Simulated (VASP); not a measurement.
# BaRh (P4/mmm) in VASP: single point with r2SCAN

Aim: the single point of BaRh with r2SCAN.

All numbers are computed with VASP 6.6.1; they aren't measurements. Logs are shortened: lines on timing, memory, paths and dates and some standing lists are left out, and cuts for length are marked.

### 1 The cell of the first run

The structure is tetragonal, space group P4/mmm (No. 123). Conventional cell: a = 3.564 Å, b = 3.564 Å, c = 4.051 Å, α = 90.00°, β = 90.00°, γ = 90.00°. Rh (site symmetry 4/mmm) has 8 Ba at 3.23 Å and 6 Rh at 3.56 to 4.05 Å within 4.3 Å. Within 4.3 Å of Ba (site symmetry 4/mmm) lie 8 Rh at 3.23 Å and 6 Ba at 3.56 to 4.05 Å.

### 2 Single point, r2SCAN

POSCAR reads:

```
BaRh
1.0
    5.0398249100      0.0000000000      0.0000000000
    0.0000000000      5.0398249100      0.0000000000
    0.0000000000      0.0000000000      4.0507005300
Rh Ba
2 2
Direct
    0.0000000000      0.0000000000      0.0000000000
    0.5000000000      0.5000000000      0.0000000000
    0.0000000000      0.5000000000      0.5000000000
    0.5000000000      0.0000000000      0.5000000000
```

INCAR.step1 reads:

```
SYSTEM = BaRh
  ALGO = Normal
  EDIFF = 1E-4
  ENCUT = 520
  GGA = PE
  ISMEAR = 1
  LASPH = .TRUE.
  LCHARG = .FALSE.
  LREAL = .FALSE.
  LWAVE = .TRUE.
  NBANDS = 33
  NELM = 100
  PREC = Accurate
  SIGMA = 0.0111
```

INCAR.step2 reads:

```
SYSTEM = BaRh
  ALGO = Normal
  EDIFF = 1E-7
  ENCUT = 520
  ISIF = 2
  ISMEAR = 1
  ISTART = 1
  LASPH = .TRUE.
  LCHARG = .FALSE.
  LMIXTAU = .TRUE.
  LREAL = .FALSE.
  LWAVE = .FALSE.
  METAGGA = R2SCAN
  NBANDS = 33
  NELM = 100
  PREC = Accurate
  SIGMA = 0.0111
```

KPOINTS reads:

```
k-points
0
G
  5 5 6
  0 0 0
```

Potentials or basis: VASP PAW PBE potentials, release 64 (Rh_pv, Ba_sv).

The run is started by

```
> cat potpaw_PBE.64/Rh_pv/POTCAR potpaw_PBE.64/Ba_sv/POTCAR > POTCAR
> cp INCAR.step1 INCAR
> mpirun -np 1 vasp_std > vasp.out
> cp INCAR.step2 INCAR
> mpirun -np 1 vasp_std > vasp.out
```

OUTCAR:

```text
SYSTEM = BaRh
   EDIFF = 1E-7
   ENCUT = 520
   ISIF = 2
   ISMEAR = 1
   ISTART = 1
   LASPH = .TRUE.
   LREAL = .FALSE.
   METAGGA = R2SCAN
   NELM = 100
   PREC = Accurate

 ion  position               nearest neighbor table
   1  0.000  0.000  0.000-   3 3.23   4 3.23   3 3.23   4 3.23   3 3.23   3 3.23   4 3.23   4 3.23

   2  0.500  0.500  0.000-   3 3.23   4 3.23   3 3.23   4 3.23   4 3.23   4 3.23   3 3.23   3 3.23

   3  0.000  0.500  0.500-   1 3.23   2 3.23   1 3.23   2 3.23   1 3.23   1 3.23   2 3.23   2 3.23
                             4 3.56   4 3.56   4 3.56   4 3.56
   4  0.500  0.000  0.500-   1 3.23   2 3.23   1 3.23   2 3.23   2 3.23   2 3.23   1 3.23   1 3.23
                             3 3.56   3 3.56   3 3.56   3 3.56

  LATTYP: Found a simple tetragonal cell.
 ALAT       =     5.0398249100
 C/A-ratio  =     0.8037383446

  Lattice vectors:

 A1 = (   5.0398249100,   0.0000000000,   0.0000000000)
 A2 = (   0.0000000000,   5.0398249100,   0.0000000000)
 A3 = (   0.0000000000,   0.0000000000,   4.0507005300)

Analysis of symmetry for initial positions (statically):
=====================================================================
 Subroutine PRICEL returns following result:

  LATTYP: Found a simple tetragonal cell.
 ALAT       =     3.5636943699
 C/A-ratio  =     1.1366576675

  Lattice vectors:

 A1 = (   2.5199124550,  -2.5199124550,   0.0000000000)
 A2 = (   2.5199124550,   2.5199124550,   0.0000000000)
 A3 = (   0.0000000000,   0.0000000000,   4.0507005300)

   2 primitive cells build up your supercell.

 Routine SETGRP: Setting up the symmetry group for a
 simple tetragonal supercell.

 Subroutine GETGRP returns: Found 16 space group operations
 (whereof 16 operations were pure point group operations)
 out of a pool of 16 trial point group operations.

The static configuration has the point symmetry D_4h.

Analysis of symmetry for dynamics (positions and initial velocities):
=====================================================================
 Subroutine PRICEL returns following result:

  LATTYP: Found a simple tetragonal cell.
 ALAT       =     3.5636943699
 C/A-ratio  =     1.1366576675

  Lattice vectors:
[... 106 lines left out ...]
   ICHARG =      0    charge: 1-file 2-atom 10-const
   ISPIN  =      1    spin polarized calculation?
   LNONCOLLINEAR =      F non collinear calculations
   LSORBIT =      F    spin-orbit coupling
   LASPH  =      T    aspherical Exc in radial PAW
   ENCUT  =  520.0 eV  38.22 Ry    6.18 a.u.   9.37  9.37  7.53*2*pi/ulx,y,z
   NELM   =    100;   NELMIN=  2; NELMDL=  0     # of ELM steps
   EDIFF  = 0.1E-06   stopping-criterion for ELM
   LREAL  =      F    real-space projection
   EDIFFG = 0.1E-05   stopping-criterion for IOM
   NSW    =      0    number of steps for IOM
   IBRION =     -1    ionic relax: 0-MD 1-quasi-New 2-CG
   NFREE  =      0    steps in history (QN), initial steepest desc. (CG)
   ISIF   =      2    stress and relaxation
   ISYM   =      2    0-nonsym 1-usesym 2-fastsym
   POTIM  = 0.5000    time-step for ionic-motion
   TEBEG  =    0.0;   TEEND  =   0.0 temperature during run
   PSTRESS=    0.0 pullay stress
   NELECT =      50.0000    total number of electrons
   NUPDOWN=      -1.0000    fix difference up-down
   EMIN   =  10.00;   EMAX   =-10.00  energy-range for DOS
   EFERMI =   0.00;   METHOD = LEGACY
   ISMEAR =     1;   SIGMA  =   0.01  broadening in eV -4-tet -1-fermi 0-gaus
   EFERMI_NEDOS =   21; number of points for ismear=-14 and -15
   IALGO  =     38    algorithm
   IMIX   =      4    mixing-type and parameters
     AMIX     =   0.40;   BMIX     =  1.00
     AMIX_MAG =   1.60;   BMIX_MAG =  1.00
  volume/ion in A,a.u.               =      25.72       173.58
  Fermi-wavevector in a.u.,A,eV,Ry     =   1.287097  2.432260 22.539653  1.656618
  Thomas-Fermi vector in A             =   2.419131
   LORBIT       =      0    0 simple, 1 ext, 2 COOP (PROOUT), +10 PAW based schemes
   METAGGA = R2SCAN    functional components
   LHFCALC =     F    Hartree Fock is set to
   AEXX    =    0.0000 exact exchange contribution
   IVDW    =     0    specifies the selected vdW correction
   LEPSILON=     F    determine dielectric tensor
   LRPA    =     F    only Hartree local field effects (RPA)
 non-spin polarized calculation
 Methfessel and Paxton  Order N= 1 SIGMA  =   0.01
  energy-cutoff  :      520.00
  volume of cell :      102.89
 maximum number of plane-waves:      2789
 NGX is ok and might be reduce to    40
   NGX = 19   NGY = 19   NGZ = 15

 number of electron      49.9999996 magnetization

 Free energy of the ion-electron system (eV)
  ---------------------------------------------------
  ext. energy  EPLUGINS =         0.00000000
  ---------------------------------------------------
  free energy    TOTEN  =      -100.41480995 eV

  energy without entropy =     -100.41475440  energy(sigma->0) =     -100.41479143

 E-fermi :   5.0154     XC(G=0): -11.1851

 val. band max:        4.9806108492   @ k =   0.4000   0.2000   0.5000
 cond. band min:       5.0187950124   @ k =   0.4000   0.0000   0.5000
 fundamental gap:      0.0381841632
 Fermi energy:         5.0154036586

 k-point     1 :       0.0000    0.0000    0.0000
  band No.  band energies     occupation
      1     -41.3722      2.00000
      2     -41.3722      2.00000
      3     -41.3546      2.00000
      4     -41.3546      2.00000
      5     -41.2763      2.00000
      6     -41.2730      2.00000
[... 853 lines left out ...]
     32       9.4241      0.00000
     33      11.5145      0.00000

------------------------ aborting loop because EDIFF is reached ----------------------------------------

  FORCE on cell =-STRESS in cart. coord.  units (eV):
  Direction    XX          YY          ZZ          XY          YZ          ZX
  --------------------------------------------------------------------------------------
  -------------------------------------------------------------------------------------
  Total        1.2112922      1.2112922      1.2136094      0.0000000      0.0000000      0.0000000
  in kB       18.8624660     18.8624660     18.8985496      0.0000000      0.0000000      0.0000000
  external PRESSURE =      18.8744939 kB  Pullay stress =       0.0000000 kB

 VOLUME and BASIS-vectors are now :
 -----------------------------------------------------------------------------
  energy-cutoff  :      520.00
  volume of cell :      102.89
      direct lattice vectors                 reciprocal lattice vectors
     5.039824910  0.000000000  0.000000000     0.198419592  0.000000000  0.000000000
     0.000000000  5.039824910  0.000000000     0.000000000  0.198419592  0.000000000
     0.000000000  0.000000000  4.050700530     0.000000000  0.000000000  0.246870879

 POSITION                                       TOTAL-FORCE (eV/Angst)
 -----------------------------------------------------------------------------------
      0.00000      0.00000      0.00000        -0.000000     -0.000000     -0.000000
      2.51991      2.51991      0.00000         0.000000      0.000000      0.000000
      0.00000      2.51991      2.02535        -0.000000     -0.000000     -0.000000
      2.51991      0.00000      2.02535        -0.000000     -0.000000     -0.000000
 -----------------------------------------------------------------------------------
    total drift:                               -0.000000     -0.000000     -0.000000

  FREE ENERGIE OF THE ION-ELECTRON SYSTEM (eV)
  ---------------------------------------------------
  free  energy   TOTEN  =      -100.4148099477 eV

  energy  without entropy=     -100.4147544007  energy(sigma->0) =     -100.41479143
```

OUTCAR.step1:

```text
SYSTEM = BaRh
   EDIFF = 1E-4
   ENCUT = 520
   GGA = PE
   ISMEAR = 1
   LASPH = .TRUE.
   LREAL = .FALSE.
   NELM = 100
[... 1111 lines left out ...]
      2.51991      2.51991      0.00000         0.000000     -0.000000      0.000000
      0.00000      2.51991      2.02535         0.000000      0.000000     -0.000000
      2.51991      0.00000      2.02535        -0.000000      0.000000     -0.000000
 -----------------------------------------------------------------------------------
    total drift:                               -0.000000     -0.000000     -0.000000

  FREE ENERGIE OF THE ION-ELECTRON SYSTEM (eV)
  ---------------------------------------------------
  free  energy   TOTEN  =       -17.4972880581 eV

  energy  without entropy=      -17.4970631282  energy(sigma->0) =      -17.49721308
```

OSZICAR.step1:

```text
N       E                     dE             d eps       ncg     rms          rms(c)
DAV:   1     0.465657202973E+03    0.46566E+03   -0.27615E+04  1776   0.146E+03
DAV:   2     0.608430355677E+01   -0.45957E+03   -0.44185E+03  1948   0.391E+02
DAV:   3    -0.167776642824E+02   -0.22862E+02   -0.22134E+02  2079   0.821E+01
DAV:   4    -0.177756936208E+02   -0.99803E+00   -0.99581E+00  2134   0.120E+01
DAV:   5    -0.177928889268E+02   -0.17195E-01   -0.17191E-01  2021   0.163E+00    0.960E+00
DAV:   6    -0.176772302837E+02    0.11566E+00   -0.16315E+00  1662   0.758E+00    0.419E+00
DAV:   7    -0.175527489417E+02    0.12448E+00   -0.89519E-01  1730   0.540E+00    0.446E+00
DAV:   8    -0.174980459794E+02    0.54703E-01   -0.24609E-01  2006   0.315E+00    0.391E-01
DAV:   9    -0.174970760978E+02    0.96988E-03   -0.77404E-03  1798   0.478E-01    0.243E-01
DAV:  10    -0.174972660240E+02   -0.18993E-03   -0.67824E-04  1924   0.142E-01    0.831E-02
DAV:  11    -0.174972880581E+02   -0.22034E-04   -0.85492E-05  1045   0.531E-02
   1 F= -.17497288E+02 E0= -.17497213E+02  d E =-.224930E-03
```

Wall time 2.9 min (1 thread of Intel Xeon Platinum 8488C (Sapphire Rapids), shared host); peak memory 0.26 GiB.

Results:

```
Free energy            : -100.4148 eV
Pressure               : 1.9 GPa
Band gap on the k mesh : zero (band 25 reaches 5.31 eV, above the bottom of band 26 at 4.44 eV)
```

Caveat: the PAW data sets were made with another functional, which shifts forces and pressure a little; spin-orbit coupling is left out, which moves the levels of the heavy elements.
